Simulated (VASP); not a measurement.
# Ti (Im-3m) in VASP: notebook

The runs below take Ti through single point, with PBEsol.

Everything below comes from runs of VASP 6.6.1. Logs are shortened: lines on timing, memory, paths and dates and some standing lists are left out, and cuts for length are marked.

### 1 The cell of the first run

The structure is cubic, space group Im-3m (No. 229). The conventional cell has a = 3.192 Å, b = 3.192 Å, c = 3.192 Å, α = 90.00°, β = 90.00°, γ = 90.00°. Ti (site symmetry m-3m) has 14 Ti at 2.76 to 3.19 Å within 3.6 Å.

### 2 Single point, PBEsol

Contents of INCAR:

```
PREC     = Accurate       # precision mode
ENCUT    = 520            # plane-wave cutoff, eV
EDIFF    = 1E-7           # SCF threshold, eV
ISMEAR   = -1             # smearing method
SIGMA    = 0.3            # smearing width, eV
LREAL    = False          # projectors in reciprocal space
LASPH    = True           # aspherical terms in the spheres
NELM     = 60             # most SCF steps
ALGO     = Normal         # electronic algorithm
ISIF     = 2              # what is computed and relaxed
LWAVE    = False          # write WAVECAR
LCHARG   = False          # write CHGCAR
GGA      = PS             # functional
NBANDS   = 12             # bands
```

Contents of KPOINTS:

```
Automatic mesh
0
Gamma
  12 12 12
```

Contents of POSCAR:

```
Ti
1.0
   -1.5960182638      1.5960182638      1.5960182638
    1.5960182638     -1.5960182638      1.5960182638
    1.5960182638      1.5960182638     -1.5960182638
Ti
1
Direct
    0.0000000000      0.0000000000      0.0000000000
```

Potentials or basis: VASP PAW PBE potentials, release 64 (Ti_sv).

Started as:

```sh
$ cat potpaw_PBE.64/Ti_sv/POTCAR > POTCAR
$ mpirun -np 1 vasp_std > vasp.out
```

OUTCAR:

```text
PREC = Accurate
   ENCUT = 520
   EDIFF = 1E-7
   ISMEAR = -1
   LREAL = False
   LASPH = True
   NELM = 60
   ISIF = 2
   GGA = PS

 ion  position               nearest neighbor table
   1  0.000  0.000  0.000-

  LATTYP: Found a body centered cubic cell.
 ALAT       =     3.1920365276

  Lattice vectors:

 A1 = (  -1.5960182638,   1.5960182638,   1.5960182638)
 A2 = (   1.5960182638,  -1.5960182638,   1.5960182638)
 A3 = (   1.5960182638,   1.5960182638,  -1.5960182638)

Analysis of symmetry for initial positions (statically):
=====================================================================
 Subroutine PRICEL returns:
 Original cell was already a primitive cell.

 Routine SETGRP: Setting up the symmetry group for a
 body centered cubic supercell.

 Subroutine GETGRP returns: Found 48 space group operations
 (whereof 48 operations were pure point group operations)
 out of a pool of 48 trial point group operations.

The static configuration has the point symmetry O_h .

Analysis of symmetry for dynamics (positions and initial velocities):
=====================================================================
 Subroutine PRICEL returns:
 Original cell was already a primitive cell.

 Routine SETGRP: Setting up the symmetry group for a
 body centered cubic supercell.

 Subroutine GETGRP returns: Found 48 space group operations
 (whereof 48 operations were pure point group operations)
 out of a pool of 48 trial point group operations.

The dynamic configuration has the point symmetry O_h .

 Subroutine INISYM returns: Found 48 space group operations
 (whereof 48 operations are pure point group operations),
 and found     1 'primitive' translations

----------------------------------------------------------------------------------------

                                     Primitive cell

  volume of cell :      16.2620

  direct lattice vectors                    reciprocal lattice vectors
    -1.596018264  1.596018264  1.596018264     0.000000000  0.313279623  0.313279623
     1.596018264 -1.596018264  1.596018264     0.313279623  0.000000000  0.313279623
     1.596018264  1.596018264 -1.596018264     0.313279623  0.313279623  0.000000000

  length of vectors
     2.764384723  2.764384723  2.764384723     0.443044292  0.443044292  0.443044292

  position of ions in fractional coordinates (direct lattice)
     0.000000000  0.000000000  0.000000000

  ion indices of the primitive-cell ions
   primitive index   ion index
                 1           1

----------------------------------------------------------------------------------------

 KPOINTS: Automatic mesh

Automatic generation of k-mesh.
 Grid dimensions read from file:
 generate k-points for:   12   12   12

 Generating k-lattice:

  Cartesian coordinates                     Fractional coordinates (reciprocal lattice)
     0.000000000  0.026106635  0.026106635     0.083333333  0.000000000  0.000000000
     0.026106635  0.000000000  0.026106635     0.000000000  0.083333333  0.000000000
     0.026106635  0.026106635  0.000000000     0.000000000  0.000000000  0.083333333

  Length of vectors
     0.036920358  0.036920358  0.036920358

  Shift w.r.t. Gamma in fractional coordinates (k-lattice)
     0.000000000  0.000000000  0.000000000

 Subroutine IBZKPT returns following result:
 ===========================================

 Found     72 irreducible k-points:

 Following reciprocal coordinates:
            Coordinates               Weight
  0.000000  0.000000  0.000000      1.000000
  0.083333  0.000000  0.000000     12.000000
  0.166667  0.000000  0.000000     12.000000
  0.250000  0.000000  0.000000     12.000000
  0.333333  0.000000  0.000000     12.000000
  0.416667  0.000000  0.000000     12.000000
[... 16 lines left out ...]
  0.333333  0.083333  0.083333     24.000000
  0.416667  0.083333  0.083333     12.000000
 [... further k-points ...]
   k-points           NKPTS =     72   k-points in BZ     NKDIM =     72   number of bands    NBANDS=     12
   number of dos      NEDOS =    301   number of ions     NIONS =      1
   total plane-waves  NPLWV =  13824
   dimension x,y,z NGX =    24 NGY =   24 NGZ =   24
   dimension x,y,z NGXF=    48 NGYF=   48 NGZF=   48
   ions per type =               1
   NGX,Y,Z   is equivalent  to a cutoff of  14.43, 14.43, 14.43 a.u.
   NGXF,Y,Z  is equivalent  to a cutoff of  28.87, 28.87, 28.87 a.u.
 SYSTEM =  unknown system
   PREC   = accura    normal or accurate (medium, high low for compatibility)
   ISTART =      0    job   : 0-new  1-cont  2-samecut
   ICHARG =      2    charge: 1-file 2-atom 10-const
   ISPIN  =      1    spin polarized calculation?
   LNONCOLLINEAR =      F non collinear calculations
   LSORBIT =      F    spin-orbit coupling
   LASPH  =      T    aspherical Exc in radial PAW
   ENCUT  =  520.0 eV  38.22 Ry    6.18 a.u.   5.14  5.14  5.14*2*pi/ulx,y,z
   NELM   =     60;   NELMIN=  2; NELMDL= -5     # of ELM steps
   EDIFF  = 0.1E-06   stopping-criterion for ELM
   LREAL  =      F    real-space projection
   EDIFFG = 0.1E-05   stopping-criterion for IOM
   NSW    =      0    number of steps for IOM
   IBRION =     -1    ionic relax: 0-MD 1-quasi-New 2-CG
   NFREE  =      0    steps in history (QN), initial steepest desc. (CG)
   ISIF   =      2    stress and relaxation
   ISYM   =      2    0-nonsym 1-usesym 2-fastsym
   POTIM  = 0.5000    time-step for ionic-motion
   TEBEG  =    0.0;   TEEND  =   0.0 temperature during run
   PSTRESS=    0.0 pullay stress
   NELECT =      12.0000    total number of electrons
   NUPDOWN=      -1.0000    fix difference up-down
   EMIN   =  10.00;   EMAX   =-10.00  energy-range for DOS
   EFERMI =   0.00;   METHOD = LEGACY
   ISMEAR =    -1;   SIGMA  =   0.30  broadening in eV -4-tet -1-fermi 0-gaus
   EFERMI_NEDOS =   21; number of points for ismear=-14 and -15
   IALGO  =     38    algorithm
   IMIX   =      4    mixing-type and parameters
     AMIX     =   0.40;   BMIX     =  1.00
     AMIX_MAG =   1.60;   BMIX_MAG =  1.00
  volume/ion in A,a.u.               =      16.26       109.74
  Fermi-wavevector in a.u.,A,eV,Ry     =   1.479372  2.795608 29.776915  2.188541
  Thomas-Fermi vector in A             =   2.593538
   LORBIT       =      0    0 simple, 1 ext, 2 COOP (PROOUT), +10 PAW based schemes
   GGA     = PS    functional components
   LHFCALC =     F    Hartree Fock is set to
   AEXX    =    0.0000 exact exchange contribution
   IVDW    =     0    specifies the selected vdW correction
   LEPSILON=     F    determine dielectric tensor
   LRPA    =     F    only Hartree local field effects (RPA)
 non-spin polarized calculation
  energy-cutoff  :      520.00
  volume of cell :       16.26
 maximum number of plane-waves:       466
 NGX is ok and might be reduce to    24
   NGX = 11   NGY = 11   NGZ = 11

 number of electron      12.0000003 magnetization

 Free energy of the ion-electron system (eV)
  ---------------------------------------------------
  ext. energy  EPLUGINS =         0.00000000
  ---------------------------------------------------
  free energy    TOTEN  =        -8.52741880 eV

  energy without entropy =       -7.99677964  energy(sigma->0) =       -8.26209922

 E-fermi :   8.6788     XC(G=0): -11.9473

 val. band max:        8.6452814517   @ k =  -0.2500   0.2500   0.2500
 cond. band min:       8.6881167003   @ k =   0.2500   0.0833  -0.0000
 fundamental gap:      0.0428352486
 Fermi energy:         8.6787748566

 k-point     1 :       0.0000    0.0000    0.0000
  band No.  band energies     occupation
      1     -47.4843      2.00000
      2     -23.3496      2.00000
      3     -23.3496      2.00000
      4     -23.3496      2.00000
      5       2.5661      2.00000
      6       9.7157      0.06115
      7       9.7157      0.06115
      8       9.7157      0.06115
      9      11.6398      0.00010
     10      11.6398      0.00010
     11      26.5436      0.00000
     12      26.5436      0.00000

 k-point     2 :       0.0833    0.0000    0.0000
  band No.  band energies     occupation
      1     -47.4727      2.00000
      2     -23.4089      2.00000
      3     -23.3676      2.00000
      4     -23.3501      2.00000
      5       2.8185      2.00000
      6       9.5968      0.08956
      7       9.6786      0.06892
      8       9.9049      0.03303
      9      11.5048      0.00016
     10      11.6470      0.00010
     11      26.2459      0.00000
     12      26.5275      0.00000

 k-point     3 :       0.1667    0.0000    0.0000
  band No.  band energies     occupation
      1     -47.4410      2.00000
      2     -23.5686      2.00000
      3     -23.4162      2.00000
      4     -23.3513      2.00000
      5       3.5298      2.00000
      6       9.2871      0.23264
      7       9.4865      0.12684
      8      10.4478      0.00548
      9      11.3059      0.00031
     10      11.6789      0.00009
     11      25.1615      0.00000
     12      26.1020      0.00000
[... 286 lines left out ...]
 k-point    23 :       0.3333    0.0833    0.0833
  band No.  band energies     occupation
      1     -47.3162      2.00000
      2     -24.0994      2.00000
      3     -23.6247      2.00000
      4     -23.4093      2.00000
      5       6.4033      1.99898
      6       8.1590      1.69949
      7       9.0491      0.45081
      8      11.7030      0.00008
      9      11.9977      0.00003
     10      13.8572      0.00000
     11      18.9962      0.00000
     12      22.2915      0.00000

 k-point    24 :       0.4167    0.0833    0.0833
  band No.  band energies     occupation
      1     -47.3057      2.00000
      2     -24.1363      2.00000
      3     -23.6513      2.00000
      4     -23.4110      2.00000
      5       6.4677      1.99874
      6       8.0857      1.75670
      7       9.4287      0.15173
      8      11.7436      0.00007
      9      12.0405      0.00003
     10      14.2894      0.00000
     11      18.0901      0.00000
     12      22.0229      0.00000

 [... further k-points ...]
[... 5 lines left out ...]
  --------------------------------------------------------------------------------------
  -------------------------------------------------------------------------------------
  Total        0.4778365      0.4778365      0.4778365      0.0000000     -0.0000000      0.0000000
  in kB       47.0778188     47.0778188     47.0778188      0.0000000     -0.0000000      0.0000000
  external PRESSURE =      47.0778188 kB  Pullay stress =       0.0000000 kB

 VOLUME and BASIS-vectors are now :
 -----------------------------------------------------------------------------
  energy-cutoff  :      520.00
  volume of cell :       16.26
      direct lattice vectors                 reciprocal lattice vectors
    -1.596018264  1.596018264  1.596018264     0.000000000  0.313279623  0.313279623
     1.596018264 -1.596018264  1.596018264     0.313279623  0.000000000  0.313279623
     1.596018264  1.596018264 -1.596018264     0.313279623  0.313279623  0.000000000

 POSITION                                       TOTAL-FORCE (eV/Angst)
 -----------------------------------------------------------------------------------
      0.00000      0.00000      0.00000         0.000000     -0.000000     -0.000000
 -----------------------------------------------------------------------------------
    total drift:                                0.000000      0.000000     -0.000000

  FREE ENERGIE OF THE ION-ELECTRON SYSTEM (eV)
  ---------------------------------------------------
  free  energy   TOTEN  =        -8.5274187951 eV

  energy  without entropy=       -7.9967796402  energy(sigma->0) =       -8.26209922
```

Run time: 11 s. Hardware: 1 thread of Intel Xeon 6975P-C, shared host; peak memory 0.14 GiB.

What came out:

```yaml
Free_energy: -8.5274 eV
Pressure: 4.7 GPa
Band_gap_on_the_k_mesh: zero (band 6 reaches 9.72 eV, above the bottom of band 7 at 8.03 eV)
```

Caveat: the PAW data sets were made with another functional, which shifts forces and pressure a little.

### 3 Single point, PBEsol

This run uses another cell than the first one, of 16.73 Å³/atom, 1.029 times its volume.

INCAR, as its differences from that of step 2:

```diff
@@ -7,3 +7,3 @@
 LASPH    = True           # aspherical terms in the spheres
-NELM     = 60             # most SCF steps
+NELM     = 100            # most SCF steps
 ALGO     = Normal         # electronic algorithm
```

Contents of KPOINTS:

```
regular mesh
0
Gamma
  12 12 12
```

Contents of POSCAR:

```
Ti
1.0
   -1.6112920939      1.6112920939      1.6112920939
    1.6112920939     -1.6112920939      1.6112920939
    1.6112920939      1.6112920939     -1.6112920939
Ti
1
Direct
    0.0000000000      0.0000000000      0.0000000000
```

Potentials or basis: VASP PAW PBE potentials, release 64 (Ti_sv).

Started as:

```sh
$ cat potpaw_PBE.64/Ti_sv/POTCAR > POTCAR
$ mpirun -np 1 vasp_std > vasp.out
```

It took 11 s on 1 thread of Intel Xeon 6975P-C, shared host; peak memory 0.14 GiB.

The run converged. Its results:

```yaml
Free_energy: -8.5365 eV
Pressure: 1.4 GPa
Band_gap_on_the_k_mesh: zero (band 6 reaches 9.39 eV, above the bottom of band 7 at 7.74 eV)
```

Levels at points of the mesh, in eV from the Fermi level:
```
           k point  band 2  band 3  band 4  band 5  band 6  band 7  band 8  band 9  band 10  band 11
(0.00, 0.00, 0.00)  -32.12  -32.12  -32.12   -6.06    1.01    1.01    1.01    2.87     2.87    17.66
(0.50, 0.00, 0.00)  -32.89  -32.36  -32.13   -2.57   -0.45    1.24    2.86    3.23     4.50     9.19
(0.50, 0.50, 0.50)  -32.65  -32.65  -32.65   -2.25   -2.25    4.12    4.12    4.12     8.64     8.64
```

Caveat: the PAW data sets were made with another functional, which shifts forces and pressure a little.

[end of part 1 of 2]
